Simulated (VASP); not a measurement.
Here is a VASP 6.6.1 calculation.

INCAR

```
  ALGO = Normal
  EDIFF = 1E-7
  ENCUT = 520
  GGA = PE
  ISIF = 2
  ISMEAR = 0
  LASPH = T
  LCHARG = T
  LELF = T
  LREAL = Auto
  LVHAR = T
  LWAVE = F
  NBANDS = 86
  NELECT = 130.0
  NELM = 80
  PREC = Accurate
  SIGMA = 0.01
```

KPOINTS

```
Automatic mesh
0
Gamma
  2 2 2
  0.5 0.5 0.5
```

POSCAR

```
Al16P16H
1.0
   -5.5073398843      5.5073398843     -5.5073398843
    5.5073398843     -5.5073398843     -5.5073398843
   -5.5073398843     -5.5073398843      5.5073398843
Al P H
16 16 1
Direct
    0.4951639828      0.2470231383      0.2470231383
    0.2470231383      0.2470231383      0.4951639828
   -0.0018591554      0.2529768617      0.7500000000
    0.7500000000     -0.0018591554      0.2529768617
    0.7500000000      0.2529768617     -0.0018591554
    0.5018591554      0.0048360172      0.5018591554
    0.2529768617     -0.0018591554      0.7500000000
   -0.0018591554      0.7500000000      0.2529768617
    0.9775279093      0.9775279093      0.9775279093
    0.7500000000      0.7500000000      0.5224720907
    0.5224720907      0.7500000000      0.7500000000
    0.2470231383      0.4951639828      0.2470231383
    0.2529768617      0.7500000000     -0.0018591554
    0.0048360172      0.5018591554      0.5018591554
    0.7500000000      0.5224720907      0.7500000000
    0.5018591554      0.5018591554      0.0048360172
    0.5000000000      0.0000000000      0.2500000000
    0.2500000000      0.0000000000      0.5000000000
    0.0070469977      0.0070469977      0.7500000000
    0.7500000000      0.7500000000      0.2597581732
    0.7500000000      0.0070469977      0.0070469977
    0.4929530023      0.7500000000      0.4929530023
    0.2597581732      0.7500000000      0.7500000000
    0.0000000000      0.5000000000      0.2500000000
    0.0070469977      0.7500000000      0.0070469977
    0.7500000000      0.4929530023      0.4929530023
    0.4929530023      0.4929530023      0.7500000000
    0.2402418268      0.2402418268      0.2402418268
    0.2500000000      0.5000000000      0.0000000000
    0.0000000000      0.2500000000      0.5000000000
    0.7500000000      0.2597581732      0.7500000000
    0.5000000000      0.2500000000      0.0000000000
    0.7500000000      0.7500000000      0.7500000000
```

Potentials or basis: VASP PAW PBE potentials, release 64 (Al, P, H).

The run is started by

```sh
$ cat potpaw_PBE.64/Al/POTCAR potpaw_PBE.64/P/POTCAR potpaw_PBE.64/H/POTCAR > POTCAR
$ mpirun -np 1 vasp_std > vasp.out
```

(1) Estimate the largest force.

Answers

(1) 0.005 eV/Å.

Caveat: the cell carries a net charge on a neutralising background, which shifts energy and pressure; the cell differs from its parent crystal (with an interstitial atom, then relaxed in part).
